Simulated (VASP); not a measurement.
# Al6H in VASP: notebook, part 2 of 2

VASP 6.6.1. Earlier steps stand in the parts before.

### Step 3. Single point, PBE

The input, INCAR:

```
ALGO = Normal
DIPOL = 0.5 0.5 0.302
EDIFF = 1E-7
ENCUT = 520
GGA = PE
IDIPOL = 3
ISIF = 2
ISMEAR = 0
LASPH = True
LCHARG = True
LDIPOL = True
LELF = True
LREAL = False
LVACPOTAV = True
LVHAR = True
LWAVE = False
NBANDS = 32
NELM = 60
PREC = Accurate
SIGMA = 0.1
```

The input, KPOINTS:

```
k-points
0
Gamma
  6 6 1
```

The input, POSCAR:

```
Al6H
1.0
    5.7143028096      0.0000000000      0.0000000000
   -2.8571514048      4.9487313980      0.0000000000
    0.0000000000      0.0000000000     22.6016424997
Al H
12 2
Direct
    0.3333333333      0.1666666667      0.1769782882
    0.3333333333      0.6666666667      0.1769782882
    0.8333333333      0.1666666667      0.1769782882
    0.8333333333      0.6666666667      0.1769782882
    0.1666666667      0.3333333333      0.2787817902
    0.1666666667      0.8333333333      0.2787817902
    0.6666666667      0.3333333333      0.2787817902
    0.6666666667      0.8333333333      0.2787817902
    0.0000000000      0.0000000000      0.3805759913
    0.0000000000      0.5000000000      0.3805759913
    0.5000000000      0.0000000000      0.3805759913
    0.5000000000      0.5000000000      0.3805759913
    0.1377714184      0.1666666667      0.4429608379
    0.5288952483      0.1666666667      0.4429608379
```

Potentials or basis: VASP PAW PBE potentials, release 64 (Al, H).

On the command line:

```sh
$ cat potpaw_PBE.64/Al/POTCAR potpaw_PBE.64/H/POTCAR > POTCAR
$ mpirun -np 1 vasp_std > vasp.out
```

OUTCAR:

```text
EDIFF = 1E-7
   ENCUT = 520
   GGA = PE
   ISIF = 2
   ISMEAR = 0
   LASPH = True
   LREAL = False
   NELM = 60
   PREC = Accurate

 ion  position               nearest neighbor table
   1  0.333  0.167  0.177-   5 2.83   6 2.83   7 2.83   4 2.86   2 2.86   2 2.86   4 2.86   3 2.86
                             3 2.86
   2  0.333  0.667  0.177-   6 2.83   5 2.83   8 2.83   3 2.86   1 2.86   1 2.86   3 2.86   4 2.86
                             4 2.86
   3  0.833  0.167  0.177-   7 2.83   8 2.83   5 2.83   4 2.86   2 2.86   4 2.86   2 2.86   1 2.86
                             1 2.86
   4  0.833  0.667  0.177-   8 2.83   7 2.83   6 2.83   3 2.86   1 2.86   3 2.86   1 2.86   2 2.86
                             2 2.86
   5  0.167  0.333  0.279-   9 2.83  12 2.83  10 2.83   1 2.83   2 2.83   3 2.83   8 2.86   6 2.86
                             6 2.86   8 2.86   7 2.86   7 2.86
   6  0.167  0.833  0.279-  10 2.83  11 2.83   9 2.83   2 2.83   1 2.83   4 2.83   7 2.86   5 2.86
                             5 2.86   7 2.86   8 2.86   8 2.86
   7  0.667  0.333  0.279-  11 2.83  10 2.83  12 2.83   3 2.83   4 2.83   1 2.83   8 2.86   6 2.86
                             8 2.86   6 2.86   5 2.86   5 2.86
   8  0.667  0.833  0.279-  12 2.83   9 2.83  11 2.83   4 2.83   3 2.83   2 2.83   7 2.86   5 2.86
[... 669 lines left out ...]
  -------------------------------------------------------------------------------------
  Total       -0.9573151     -2.8051180      1.2330286      0.0000000     -0.5100668      0.0000000
  in kB       -2.3997630     -7.0317688      3.0909116      0.0000000     -1.2786171      0.0000000
  external PRESSURE =      -2.1135400 kB  Pullay stress =       0.0000000 kB

 VOLUME and BASIS-vectors are now :
 -----------------------------------------------------------------------------
  energy-cutoff  :      520.00
  volume of cell :      639.14
      direct lattice vectors                 reciprocal lattice vectors
     5.714302810  0.000000000  0.000000000     0.174999476  0.101035995  0.000000000
    -2.857151405  4.948731398  0.000000000     0.000000000  0.202071990  0.000000000
     0.000000000  0.000000000 22.601642500     0.000000000  0.000000000  0.044244572

 POSITION                                       TOTAL-FORCE (eV/Angst)
 -----------------------------------------------------------------------------------
      1.42858      0.82479      4.00000         0.000000     -0.029440     -0.064964
     -0.00000      3.29915      4.00000        -0.028057      0.016455     -0.176145
      4.28573      0.82479      4.00000         0.000000      0.005985     -0.110280
      2.85715      3.29915      4.00000         0.028057      0.016455     -0.176145
      0.00000      1.64958      6.30093        -0.013758      0.200404      0.202972
     -1.42858      4.12394      6.30093         0.000000     -0.135726      0.057357
      2.85715      1.64958      6.30093         0.013758      0.200404      0.202972
      1.42858      4.12394      6.30093        -0.000000     -0.115550     -0.086425
      0.00000      0.00000      8.60164        -0.275905     -0.254980      0.214708
     -1.42858      2.47437      8.60164         0.000000      0.268293     -0.199859
      2.85715      0.00000      8.60164         0.275905     -0.254980      0.214708
      1.42858      2.47437      8.60164         0.000000      0.169248      0.132062
      0.31108      0.82479     10.01164        -0.073066     -0.043284     -0.105480
      2.54608      0.82479     10.01164         0.073066     -0.043284     -0.105480
 -----------------------------------------------------------------------------------
    total drift:                               -0.000000     -0.000125      0.000007

  FREE ENERGIE OF THE ION-ELECTRON SYSTEM (eV)
  ---------------------------------------------------
  free  energy   TOTEN  =       -47.9103045084 eV

  energy  without entropy=      -47.8803347129  energy(sigma->0) =      -47.89531961

 vacuum level on the upper side and lower side of the slab         4.162         3.629
```

stdout:

```text
POSCAR found type information on POSCAR AlH
 POSCAR found :  2 types and      14 ions
 scaLAPACK will be used
 LDA part: xc-table for (Slater+PW92), standard interpolation
 POSCAR, INCAR and KPOINTS ok, starting setup
 FFT: planning ... GRIDC
 FFT: planning ... GRID_SOFT
 FFT: planning ... GRID
 WAVECAR not read
 entering main loop
 -----------------------------------------------------------------------------
|                                                                             |
|           W    W    AA    RRRRR   N    N  II  N    N   GGGG   !!!           |
|           W    W   A  A   R    R  NN   N  II  NN   N  G    G  !!!           |
|           W    W  A    A  R    R  N N  N  II  N N  N  G       !!!           |
|           W WW W  AAAAAA  RRRRR   N  N N  II  N  N N  G  GGG   !            |
|           WW  WW  A    A  R   R   N   NN  II  N   NN  G    G                |
|           W    W  A    A  R    R  N    N  II  N    N   GGGG   !!!           |
|                                                                             |
|     Did not find any points to average over, which means that no vacuum     |
|     field-free region was found. Please increase the size of  your cell     |
|     in the dimension of the dipole correction to obtain accurate            |
|     workfunction values.                                                    |
|                                                                             |
 -----------------------------------------------------------------------------
```

It took 8.1 min on 1 thread of Intel Xeon Platinum 8488C (Sapphire Rapids), shared host; peak memory 0.7 GiB.

What came out:

- Free energy: -47.9103 eV
- Largest force: 0.433 eV/Å
- Band gap on the k mesh: zero (bands 19 and 20 overlap by 0.60 eV)

Forces in eV/Å, atoms in the order of the input:
```
Al   0.000 -0.029 -0.065
Al  -0.028  0.016 -0.176
Al   0.000  0.006 -0.110
Al   0.028  0.016 -0.176
Al  -0.014  0.200  0.203
Al   0.000 -0.136  0.057
Al   0.014  0.200  0.203
Al   0.000 -0.116 -0.086
Al  -0.276 -0.255  0.215
Al   0.000  0.268 -0.200
Al   0.276 -0.255  0.215
Al   0.000  0.169  0.132
H   -0.073 -0.043 -0.105
H    0.073 -0.043 -0.105
```

### Step 4. Single point, PBE

The input, INCAR:

```
ALGO     = Normal         # electronic algorithm
DIPOL    = 0.5 0.5 0.300
EDIFF    = 1E-6           # SCF threshold, eV
ENCUT    = 520            # plane-wave cutoff, eV
GGA      = PE             # functional
IDIPOL   = 3            
ISIF     = 2              # what is computed and relaxed
ISMEAR   = 0              # smearing method
LASPH    = T              # aspherical terms in the spheres
LCHARG   = T              # write CHGCAR
LDIPOL   = T            
LELF     = T              # ELF
LREAL    = F              # projectors in reciprocal space
LVACPOTAV= T            
LVHAR    = T            
LWAVE    = F              # write WAVECAR
NBANDS   = 32             # bands
NELM     = 60             # most SCF steps
PREC     = Accurate       # precision mode
SIGMA    = 0.1            # smearing width, eV
```

KPOINTS is that of step 3.

POSCAR: that of step 3 with these lines changed.

```diff
@@ -20,3 +20,3 @@
     0.5000000000      0.5000000000      0.3805759913
-    0.1377714184      0.1666666667      0.4429608379
-    0.5288952483      0.1666666667      0.4429608379
+    0.1014590270      0.1666666667      0.4288025748
+    0.5652076396      0.1666666667      0.4288025748
```

On the command line:

```sh
$ cat potpaw_PBE.64/Al/POTCAR potpaw_PBE.64/H/POTCAR > POTCAR
$ mpirun -np 1 vasp_std > vasp.out
```

It took 6.7 min on 1 thread of Intel Xeon Platinum 8488C (Sapphire Rapids), shared host; peak memory 0.7 GiB.

Results (log left out):

```
Free energy            : -46.7475 eV
Largest force          : 5.088 eV/Å
Band gap on the k mesh : zero (bands 19 and 20 overlap by 0.57 eV)
```

Forces on the atoms (eV/Å):
```
Al   0.000 -0.048 -0.075
Al  -0.013  0.046 -0.165
Al   0.000 -0.032 -0.092
Al   0.013  0.046 -0.165
Al   0.001  0.215  0.221
Al   0.000 -0.086  0.046
Al  -0.001  0.215  0.221
Al   0.000 -0.082 -0.023
Al  -0.506 -3.288 -3.850
Al   0.000  0.469 -0.247
Al   0.506 -3.288 -3.850
Al   0.000  0.437 -0.139
H    0.430  2.698  4.059
H   -0.430  2.698  4.059
```

Levels at points of the mesh, in eV from the Fermi level:
```csv
k point,band 16,band 17,band 18,band 19,band 20,band 21,band 22,band 23
"(0.00, 0.00, 0.00)",-2.89,-2.27,-1.25,-0.55,-0.37,-0.31,-0.21,0.11
"(0.50, 0.00, 0.00)",-0.64,-0.54,-0.47,0.05,0.17,0.92,0.96,1.41
"(0.00, 0.50, 0.00)",-0.59,-0.52,-0.35,-0.29,0.70,0.83,0.85,1.24
```

### Step 5. Single point, PBE

The input, INCAR:

```
ALGO     = Normal         # electronic algorithm
DIPOL    = 0.5 0.5 0.296
EDIFF    = 1E-7           # SCF threshold, eV
ENCUT    = 520            # plane-wave cutoff, eV
GGA      = PE             # functional
IDIPOL   = 3            
ISIF     = 2              # what is computed and relaxed
ISMEAR   = 0              # smearing method
LASPH    = True           # aspherical terms in the spheres
LCHARG   = False          # write CHGCAR
LDIPOL   = True         
LREAL    = False          # projectors in reciprocal space
LWAVE    = False          # write WAVECAR
NBANDS   = 32             # bands
NELM     = 100            # most SCF steps
PREC     = Accurate       # precision mode
SIGMA    = 0.1            # smearing width, eV
```

KPOINTS is that of step 4.

POSCAR: that of step 4 with these lines changed.

```diff
@@ -20,3 +20,3 @@
     0.5000000000      0.5000000000      0.3805759913
-    0.1014590270      0.1666666667      0.4288025748
-    0.5652076396      0.1666666667      0.4288025748
+    0.2764585035      0.1666666667      0.4004860487
+    0.3902081632      0.1666666667      0.4004860487
```

Potentials or basis: VASP PAW PBE potentials, release 64 (Al, H).

On the command line:

```sh
$ cat potpaw_PBE.64/Al/POTCAR potpaw_PBE.64/H/POTCAR > POTCAR
$ mpirun -np 1 vasp_std > vasp.out
```

OUTCAR:

```text
EDIFF = 1E-7
   ENCUT = 520
   GGA = PE
   ISIF = 2
   ISMEAR = 0
   LASPH = True
   LREAL = False
   NELM = 100
   PREC = Accurate

 ion  position               nearest neighbor table
   1  0.333  0.167  0.177-   5 2.83   6 2.83   7 2.83   4 2.86   2 2.86   2 2.86   4 2.86   3 2.86
                             3 2.86
   2  0.333  0.667  0.177-   6 2.83   5 2.83   8 2.83   3 2.86   1 2.86   1 2.86   3 2.86   4 2.86
                             4 2.86
   3  0.833  0.167  0.177-   7 2.83   8 2.83   5 2.83   4 2.86   2 2.86   4 2.86   2 2.86   1 2.86
                             1 2.86
   4  0.833  0.667  0.177-   8 2.83   7 2.83   6 2.83   3 2.86   1 2.86   3 2.86   1 2.86   2 2.86
                             2 2.86
[... 690 lines left out ...]
     0.000000000  0.000000000 22.601642500     0.000000000  0.000000000  0.044244572

 POSITION                                       TOTAL-FORCE (eV/Angst)
 -----------------------------------------------------------------------------------
      1.42858      0.82479      4.00000        -0.000000     -0.009861      0.023280
     -0.00000      3.29915      4.00000        -0.050522     -0.025279     -0.100439
      4.28573      0.82479      4.00000        -0.000000      0.056338     -0.078581
      2.85715      3.29915      4.00000         0.050522     -0.025279     -0.100439
      0.00000      1.64958      6.30093         0.094305     -0.019691      0.161390
     -1.42858      4.12394      6.30093        -0.000000      0.102898      0.182198
      2.85715      1.64958      6.30093        -0.094305     -0.019691      0.161390
      1.42858      4.12394      6.30093        -0.000000      0.046807      0.059822
      0.00000      0.00000      8.60164        -4.535573     -2.993161     -1.768431
     -1.42858      2.47437      8.60164        -0.000000      0.122193      0.056141
      2.85715      0.00000      8.60164         4.535573     -2.993161     -1.768431
      1.42858      2.47437      8.60164        -0.000000      2.617727     -0.863376
      1.10358      0.82479      9.05164        -6.915310      1.570079      2.017738
      1.75358      0.82479      9.05164         6.915310      1.570079      2.017738
 -----------------------------------------------------------------------------------
    total drift:                               -0.000001     -0.000015     -0.000078

  FREE ENERGIE OF THE ION-ELECTRON SYSTEM (eV)
  ---------------------------------------------------
  free  energy   TOTEN  =       -43.9204244693 eV

  energy  without entropy=      -43.8888109042  energy(sigma->0) =      -43.90461769

 vacuum level on the upper side and lower side of the slab         3.664         3.806
```

OSZICAR:

```text
N       E                     dE             d eps       ncg     rms          rms(c)
DAV:   1     0.142361262550E+03    0.14236E+03   -0.11450E+04   832   0.830E+02
DAV:   2    -0.358432669087E+02   -0.17820E+03   -0.17146E+03  1160   0.153E+02
DAV:   3    -0.467999837625E+02   -0.10957E+02   -0.10682E+02  1024   0.374E+01
[... 18 lines left out ...]
DAV:  22    -0.439204109254E+02   -0.14169E-04   -0.45313E-07   952   0.180E-03    0.466E-04
DAV:  23    -0.439204227765E+02   -0.11851E-04   -0.59240E-07   848   0.180E-03    0.220E-04
DAV:  24    -0.439204238709E+02   -0.10943E-05   -0.38455E-08   856   0.745E-04    0.106E-04
DAV:  25    -0.439204243973E+02   -0.52643E-06   -0.22163E-08   736   0.546E-04    0.111E-04
DAV:  26    -0.439204244693E+02   -0.71954E-07   -0.77277E-09   776   0.368E-04
   1 F= -.43920424E+02 E0= -.43904618E+02  d E =-.316136E-01
```

stdout:

```text
POSCAR found type information on POSCAR AlH
 POSCAR found :  2 types and      14 ions
 scaLAPACK will be used
 LDA part: xc-table for (Slater+PW92), standard interpolation
 POSCAR, INCAR and KPOINTS ok, starting setup
 FFT: planning ... GRIDC
 FFT: planning ... GRID_SOFT
 FFT: planning ... GRID
 WAVECAR not read
 entering main loop
```

It took 8.3 min on 1 thread of Intel Xeon Platinum 8488C (Sapphire Rapids), shared host; peak memory 0.72 GiB.

What came out:

```yaml
Free_energy: -43.9204 eV
Largest_force: 7.373 eV/Å
Band_gap_on_the_k_mesh: zero (bands 19 and 20 overlap by 1.05 eV)
```

Forces in eV/Å, atoms in the order of the input:
```
Al   0.000 -0.010  0.023
Al  -0.051 -0.025 -0.100
Al   0.000  0.056 -0.079
Al   0.051 -0.025 -0.100
Al   0.094 -0.020  0.161
Al   0.000  0.103  0.182
Al  -0.094 -0.020  0.161
Al   0.000  0.047  0.060
Al  -4.536 -2.993 -1.768
Al   0.000  0.122  0.056
Al   4.536 -2.993 -1.768
Al   0.000  2.618 -0.863
H   -6.915  1.570  2.018
H    6.915  1.570  2.018
```

### Step 6. Single point, PBE

The input, INCAR:

```
SYSTEM = Al6H
PREC = Accurate
ENCUT = 520
EDIFF = 1E-7
ISMEAR = 0
SIGMA = 0.1
LREAL = .False.
LASPH = .True.
NELM = 100
ALGO = Normal
ISIF = 2
LWAVE = .False.
LCHARG = .True.
LDIPOL = .True.
IDIPOL = 3
DIPOL = 0.5 0.5 0.300
GGA = PE
LELF = .True.
LVHAR = .True.
LVACPOTAV = .True.
NBANDS = 32
```

The input, KPOINTS:

```
Automatic mesh
0
Gamma
  6 6 1
  0 0 0
```

POSCAR: that of step 5 with these lines changed.

```diff
@@ -20,3 +20,3 @@
     0.5000000000      0.5000000000      0.3805759913
-    0.2764585035      0.1666666667      0.4004860487
-    0.3902081632      0.1666666667      0.4004860487
+    0.2764585035      0.1666666667      0.4288025748
+    0.3902081632      0.1666666667      0.4288025748
```

Potentials or basis: VASP PAW PBE potentials, release 64 (Al, H).

On the command line:

```sh
$ cat potpaw_PBE.64/Al/POTCAR potpaw_PBE.64/H/POTCAR > POTCAR
$ mpirun -np 1 vasp_std > vasp.out
```

Run time: 15 min. Hardware: 1 thread of Intel Xeon Platinum 8488C (Sapphire Rapids), shared host; peak memory 0.71 GiB.

It converged, with:

```yaml
Free_energy: -46.2521 eV
Largest_force: 7.488 eV/Å
Band_gap_on_the_k_mesh: zero (bands 19 and 20 overlap by 0.88 eV)
```

Forces in eV/Å, atoms in the order of the input:
```
Al   0.000 -0.011  0.064
Al  -0.076 -0.031 -0.172
Al   0.000  0.081 -0.165
Al   0.076 -0.031 -0.172
Al   0.032  0.033  0.095
Al   0.000  0.016  0.098
Al  -0.032  0.033  0.095
Al   0.000 -0.018  0.039
Al  -1.492 -0.911 -1.041
Al   0.000  0.039  0.143
Al   1.492 -0.911 -1.041
Al   0.000  1.203 -0.719
H   -7.354  0.254  1.387
H    7.354  0.254  1.387
```

Levels at points of the mesh, in eV from the Fermi level:
```tsv
k point	band 15	band 16	band 17	band 18	band 19	band 20	band 21	band 22	band 23	band 24
(0.00, 0.00, 0.00)	-2.92	-2.90	-2.04	-1.12	-0.75	-0.43	-0.40	-0.30	-0.04	1.02
(0.50, 0.00, 0.00)	-0.98	-0.63	-0.59	-0.36	0.01	0.52	0.78	0.82	1.23	1.34
(0.00, 0.50, 0.00)	-0.97	-0.64	-0.56	-0.36	0.01	0.35	0.78	0.79	1.26	1.36
```

### Step 7. Overview

| cell | gap on the mesh (eV) | largest force (eV/Å) |
| --- | --- | --- |
| as given, atomic positions A | none | 14.12 |
| as given, atomic positions B | none | 0.43 |
| as given, atomic positions C | none | 5.09 |
| as given, atomic positions D | none | 7.37 |
| as given, atomic positions E | none | 7.49 |

Alike in all rows: task single point; level PBE; potentials or basis VASP PAW PBE potentials, release 64 (Al, H); no spin polarisation; k mesh 6 × 6 × 1; cutoff (eV) 520; smearing gaussian 0.1 eV.

Absolute energies hang on the potentials; compare differences alone.
